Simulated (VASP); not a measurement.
# SnO in VASP: single point with PBE+D3(BJ)

Aim: the single point of SnO with PBE+D3(BJ).

All numbers are computed with VASP 6.6.1; they aren't measurements. Logs are shortened: lines on timing, memory, paths and dates and some standing lists are left out, and cuts for length are marked.

## (1) The cell of the first run

The cell holds a slab with vacuum, 8 atoms: a = 3.820 Å, b = 3.820 Å, c = 22.226 Å, α = 90.00°, β = 90.00°, γ = 90.00°.

## (2) Single point, PBE+D3(BJ) (layers slid over each other)

The input, INCAR:

```
PREC     = Accurate       # precision mode
ENCUT    = 1000           # plane-wave cutoff, eV
EDIFF    = 1E-6           # SCF threshold, eV
ISMEAR   = 0              # smearing method
SIGMA    = 0.05           # smearing width, eV
LREAL    = F              # projectors in reciprocal space
LASPH    = T              # aspherical terms in the spheres
NELM     = 120            # most SCF steps
ALGO     = Normal         # electronic algorithm
ISIF     = 2              # what is computed and relaxed
LWAVE    = F              # write WAVECAR
LCHARG   = T              # write CHGCAR
LDIPOL   = T            
IDIPOL   = 3            
DIPOL    = 0.5 0.5 0.394
GGA      = PE             # functional
IVDW     = 12             # dispersion correction
LELF     = T              # ELF
LVHAR    = T            
LVACPOTAV= T            
NBANDS   = 50             # bands
GGA_COMPAT= F            
NELMDL   = -8
```

The input, KPOINTS:

```
regular mesh
0
Gamma
  7 7 1
```

The input, POSCAR:

```
SnO
1.0
    3.8201636883      0.0000000000      0.0000000000
    0.0000000000      3.8201636883      0.0000000000
    0.0000000000      0.0000000000     22.2260802162
Sn O
4 4
Direct
    0.7500000000      0.2500000000      0.2024648501
    0.2500000000      0.7500000000      0.3087831971
    0.5000000000      1.0000000000      0.4797535150
    1.0000000000      0.5000000000      0.5860718620
    0.2500000000      0.2500000000      0.2556240236
    0.7500000000      0.7500000000      0.2556240236
    1.0000000000      1.0000000000      0.5329126885
    0.5000000000      0.5000000000      0.5329126885
```

Potentials or basis: VASP PAW PBE potentials, release 64 (Sn_d, O_h).

Started as:

```
$ cat potpaw_PBE.64/Sn_d/POTCAR potpaw_PBE.64/O_h/POTCAR > POTCAR
$ mpirun -np 1 vasp_std > vasp.out
```

OUTCAR:

```text
PREC = Accurate
   ENCUT = 1000
   EDIFF = 1E-6
   ISMEAR = 0
   LREAL = F
   LASPH = T
   NELM = 120
   ISIF = 2
   GGA = PE
   IVDW = 12
   NELMDL = -8
 IVDW          = 12

 ion  position               nearest neighbor table
   1  0.750  0.250  0.202-   5 2.25   6 2.25   6 2.25   5 2.25   2 3.59   2 3.59   2 3.59   2 3.59

   2  0.250  0.750  0.309-   5 2.25   6 2.25   5 2.25   6 2.25   1 3.59   1 3.59   1 3.59   1 3.59

   3  0.500  0.000  0.480-   7 2.25   8 2.25   8 2.25   7 2.25   4 3.59   4 3.59   4 3.59   4 3.59

   4  0.000  0.500  0.586-   7 2.25   8 2.25   7 2.25   8 2.25   3 3.59   3 3.59   3 3.59   3 3.59

   5  0.250  0.250  0.256-   1 2.25   2 2.25   2 2.25   1 2.25
   6  0.750  0.750  0.256-   1 2.25   2 2.25   1 2.25   2 2.25
   7  0.000  0.000  0.533-   3 2.25   4 2.25   4 2.25   3 2.25
   8  0.500  0.500  0.533-   3 2.25   4 2.25   3 2.25   4 2.25

  LATTYP: Found a simple tetragonal cell.
 ALAT       =     3.8201636883
 C/A-ratio  =     5.8180962989

  Lattice vectors:

 A1 = (   3.8201636883,   0.0000000000,   0.0000000000)
 A2 = (   0.0000000000,   3.8201636883,   0.0000000000)
 A3 = (   0.0000000000,   0.0000000000,  22.2260802162)

Analysis of symmetry for initial positions (statically):
=====================================================================
 Subroutine PRICEL returns:
 Original cell was already a primitive cell.

 Routine SETGRP: Setting up the symmetry group for a
 simple tetragonal supercell.

 Subroutine GETGRP returns: Found  4 space group operations
 (whereof  1 operations were pure point group operations)
 out of a pool of 16 trial point group operations.

The static configuration has the point symmetry C_1 .
 The point group associated with its full space group is C_2h.

Analysis of symmetry for dynamics (positions and initial velocities):
=====================================================================
 Subroutine PRICEL returns:
 Original cell was already a primitive cell.

 Routine SETGRP: Setting up the symmetry group for a
 simple tetragonal supercell.

 Subroutine GETGRP returns: Found  4 space group operations
 (whereof  1 operations were pure point group operations)
 out of a pool of 16 trial point group operations.

The dynamic configuration has the point symmetry C_1 .
 The point group associated with its full space group is C_2h.

 Subroutine INISYM returns: Found  4 space group operations
 (whereof  1 operations are pure point group operations),
 and found     1 'primitive' translations

----------------------------------------------------------------------------------------

                                     Primitive cell

  volume of cell :     324.3596

  direct lattice vectors                    reciprocal lattice vectors
     3.820163688  0.000000000  0.000000000     0.261768888  0.000000000  0.000000000
     0.000000000  3.820163688  0.000000000     0.000000000  0.261768888  0.000000000
     0.000000000  0.000000000 22.226080216     0.000000000  0.000000000  0.044992189

  length of vectors
     3.820163688  3.820163688 22.226080216     0.261768888  0.261768888  0.044992189

  position of ions in fractional coordinates (direct lattice)
     0.750000000  0.250000000  0.202464850
     0.250000000  0.750000000  0.308783197
     0.500000000  0.000000000  0.479753515
     0.000000000  0.500000000  0.586071862
     0.250000000  0.250000000  0.255624024
     0.750000000  0.750000000  0.255624024
     0.000000000  0.000000000  0.532912688
     0.500000000  0.500000000  0.532912688

  ion indices of the primitive-cell ions
   primitive index   ion index
                 1           1
                 2           2
                 3           3
                 4           4
                 5           5
                 6           6
                 7           7
                 8           8

----------------------------------------------------------------------------------------

 KPOINTS: regular mesh

Automatic generation of k-mesh.
 Grid dimensions read from file:
 generate k-points for:    7    7    1

 Generating k-lattice:

  Cartesian coordinates                     Fractional coordinates (reciprocal lattice)
     0.037395555  0.000000000  0.000000000     0.142857143  0.000000000  0.000000000
     0.000000000  0.037395555  0.000000000     0.000000000  0.142857143  0.000000000
     0.000000000  0.000000000  0.044992189     0.000000000  0.000000000  1.000000000

  Length of vectors
     0.037395555  0.037395555  0.044992189

  Shift w.r.t. Gamma in fractional coordinates (k-lattice)
     0.000000000  0.000000000  0.000000000

 Subroutine IBZKPT returns following result:
 ===========================================

 Found     16 irreducible k-points:

 Following reciprocal coordinates:
            Coordinates               Weight
  0.000000  0.000000  0.000000      1.000000
  0.142857  0.000000  0.000000      4.000000
  0.285714  0.000000  0.000000      4.000000
  0.428571  0.000000  0.000000      4.000000
  0.142857  0.142857  0.000000      2.000000
 -0.142857  0.142857  0.000000      2.000000
[... 8 lines left out ...]
  0.428571  0.428571  0.000000      2.000000
 -0.428571  0.428571  0.000000      2.000000
   k-points           NKPTS =     16   k-points in BZ     NKDIM =     16   number of bands    NBANDS=     50
   number of dos      NEDOS =    301   number of ions     NIONS =      8
   total plane-waves  NPLWV = 384000
   dimension x,y,z NGX =    40 NGY =   40 NGZ =  240
   dimension x,y,z NGXF=    80 NGYF=   80 NGZF=  480
   ions per type =               4   4
   NGX,Y,Z   is equivalent  to a cutoff of  17.41, 17.41, 17.95 a.u.
   NGXF,Y,Z  is equivalent  to a cutoff of  34.81, 34.81, 35.90 a.u.
 SYSTEM =  unknown system
   PREC   = accura    normal or accurate (medium, high low for compatibility)
   ISTART =      0    job   : 0-new  1-cont  2-samecut
   ICHARG =      2    charge: 1-file 2-atom 10-const
   ISPIN  =      1    spin polarized calculation?
   LNONCOLLINEAR =      F non collinear calculations
   LSORBIT =      F    spin-orbit coupling
   LASPH  =      T    aspherical Exc in radial PAW
   ENCUT  = 1000.0 eV  73.50 Ry    8.57 a.u.   9.85  9.85 57.31*2*pi/ulx,y,z
   NELM   =    120;   NELMIN=  2; NELMDL= -8     # of ELM steps
   EDIFF  = 0.1E-05   stopping-criterion for ELM
   LREAL  =      F    real-space projection
   EDIFFG = 0.1E-04   stopping-criterion for IOM
   NSW    =      0    number of steps for IOM
   IBRION =     -1    ionic relax: 0-MD 1-quasi-New 2-CG
   NFREE  =      0    steps in history (QN), initial steepest desc. (CG)
   ISIF   =      2    stress and relaxation
   ISYM   =      2    0-nonsym 1-usesym 2-fastsym
   POTIM  = 0.5000    time-step for ionic-motion
   TEBEG  =    0.0;   TEEND  =   0.0 temperature during run
   PSTRESS=    0.0 pullay stress
   NELECT =      80.0000    total number of electrons
   NUPDOWN=      -1.0000    fix difference up-down
   EMIN   =  10.00;   EMAX   =-10.00  energy-range for DOS
   EFERMI =   0.00;   METHOD = LEGACY
   ISMEAR =     0;   SIGMA  =   0.05  broadening in eV -4-tet -1-fermi 0-gaus
   EFERMI_NEDOS =   21; number of points for ismear=-14 and -15
   IALGO  =     38    algorithm
   IMIX   =      4    mixing-type and parameters
     AMIX     =   0.40;   BMIX     =  1.00
     AMIX_MAG =   1.60;   BMIX_MAG =  1.00
  volume/ion in A,a.u.               =      40.54       273.61
  Fermi-wavevector in a.u.,A,eV,Ry     =   1.026666  1.940118 14.341129  1.054043
  Thomas-Fermi vector in A             =   2.160571
   LORBIT       =      0    0 simple, 1 ext, 2 COOP (PROOUT), +10 PAW based schemes
   GGA     = PE    functional components
   LHFCALC =     F    Hartree Fock is set to
   AEXX    =    0.0000 exact exchange contribution
   IVDW    =    12    specifies the selected vdW correction
   LEPSILON=     F    determine dielectric tensor
   LRPA    =     F    only Hartree local field effects (RPA)
 non-spin polarized calculation
 Gauss-broadening in eV      SIGMA  =   0.05
  energy-cutoff  :     1000.00
  volume of cell :      324.36
 maximum number of plane-waves:     23352
   NGX = 19   NGY = 19   NGZ =115

 dipolmoment           0.000000      0.000000      0.000062 electrons x Angstroem

 number of electron      79.9999988 magnetization

 dipolmoment           0.000000      0.000000     -0.000001 electrons x Angstroem

 Free energy of the ion-electron system (eV)
  ---------------------------------------------------
  ext. energy  EPLUGINS =         0.00000000
  ---------------------------------------------------
  free energy    TOTEN  =       -45.17254475 eV

  energy without entropy =      -45.17254475  energy(sigma->0) =      -45.17254475

 E-fermi :   0.3207     XC(G=0):  -5.2733

 val. band max:        0.0110265734   @ k =  -0.1429   0.1429   0.0000
 cond. band min:       2.3208481932   @ k =  -0.4286   0.4286   0.0000
 fundamental gap:      2.3098216199
 Fermi energy:         0.3207265144

 k-point     1 :       0.0000    0.0000    0.0000
  band No.  band energies     occupation
      1     -20.9579      2.00000
      2     -20.9579      2.00000
      3     -20.5979      2.00000
      4     -20.5977      2.00000
      5     -20.5610      2.00000
      6     -20.5608      2.00000
[... 42 lines left out ...]
     49       5.2199      0.00000
     50       5.2823      0.00000

 k-point     2 :       0.1429    0.0000    0.0000
  band No.  band energies     occupation
      1     -20.9491      2.00000
      2     -20.9489      2.00000
      3     -20.5985      2.00000
      4     -20.5984      2.00000
      5     -20.5625      2.00000
      6     -20.5622      2.00000
[... 42 lines left out ...]
     49       5.3887      0.00000
     50       5.5794      0.00000

 k-point     3 :       0.2857    0.0000    0.0000
  band No.  band energies     occupation
      1     -20.9241      2.00000
      2     -20.9239      2.00000
      3     -20.6949      2.00000
      4     -20.6946      2.00000
      5     -20.5665      2.00000
      6     -20.5664      2.00000
[... 678 lines left out ...]
     49       5.9102      0.00000
     50       6.5330      0.00000

 k-point    16 :      -0.4286    0.4286    0.0000
  band No.  band energies     occupation
      1     -20.8992      2.00000
      2     -20.8986      2.00000
      3     -20.8859      2.00000
      4     -20.8846      2.00000
      5     -20.5642      2.00000
      6     -20.5642      2.00000
[... 42 lines left out ...]
     49       5.9179      0.00000
     50       6.6207      0.00000

------------------------ aborting loop because EDIFF is reached ----------------------------------------

 Edisp (eV)   -1.27456

 E8    (eV) :    -0.5639

  FORCE on cell =-STRESS in cart. coord.  units (eV):
  Direction    XX          YY          ZZ          XY          YZ          ZX
  --------------------------------------------------------------------------------------
  -------------------------------------------------------------------------------------
  Total       0.37152     0.37152     0.26484     0.06998     0.44963     0.44963
  in kB       1.83514     1.83514     1.30819     0.34566     2.22097     2.22097
  external pressure =        1.66 kB  Pullay stress =        0.00 kB

 VOLUME and BASIS-vectors are now :
 -----------------------------------------------------------------------------
  energy-cutoff  :     1000.00
  volume of cell :      324.36
      direct lattice vectors                 reciprocal lattice vectors
     3.820163688  0.000000000  0.000000000     0.261768888  0.000000000  0.000000000
     0.000000000  3.820163688  0.000000000     0.000000000  0.261768888  0.000000000
     0.000000000  0.000000000 22.226080216     0.000000000  0.000000000  0.044992189

 POSITION                                       TOTAL-FORCE (eV/Angst)
 -----------------------------------------------------------------------------------
      2.86512      0.95504      4.50000        -0.008704     -0.008704     -0.066867
      0.95504      2.86512      6.86304        -0.051674     -0.051674      0.050238
      1.91008      0.00000     10.66304         0.051674      0.051674     -0.050238
      0.00000      1.91008     13.02608         0.008704      0.008704      0.066867
      0.95504      0.95504      5.68152         0.017511     -0.046512      0.008310
      2.86512      2.86512      5.68152        -0.046512      0.017511      0.008310
      0.00000      0.00000     11.84456         0.046512     -0.017511     -0.008310
      1.91008      1.91008     11.84456        -0.017511      0.046512     -0.008310
 -----------------------------------------------------------------------------------
    total drift:                               -0.000000     -0.000000     -0.000355

  FREE ENERGIE OF THE ION-ELECTRON SYSTEM (eV)
  ---------------------------------------------------
  free  energy   TOTEN  =       -46.4471088669 eV

  energy  without entropy=      -46.4471088669  energy(sigma->0) =      -46.44710887

 vacuum level on the upper side and lower side of the slab         5.027         5.027
```

Run time: 30 min. Hardware: 1 thread of Intel Xeon Platinum 8488C (Sapphire Rapids), shared host; peak memory 1 GiB.

What came out:

```yaml
Free_energy: -46.4471 eV
Largest_force: 0.089 eV/Å
Band_gap_on_the_k_mesh: 2.31 eV (least direct gap 2.48 eV)
Dispersion_energy_per_atom: -0.159 eV
```

Forces on the atoms (eV/Å):
```
Sn  -0.009 -0.009 -0.067
Sn  -0.052 -0.052  0.050
Sn   0.052  0.052 -0.050
Sn   0.009  0.009  0.067
O    0.018 -0.047  0.008
O   -0.047  0.018  0.008
O    0.047 -0.018 -0.008
O   -0.018  0.047 -0.008
```

Caveat: the cell differs from its parent crystal (layers slid over each other); spin-orbit coupling is left out, which moves the levels of the heavy elements.
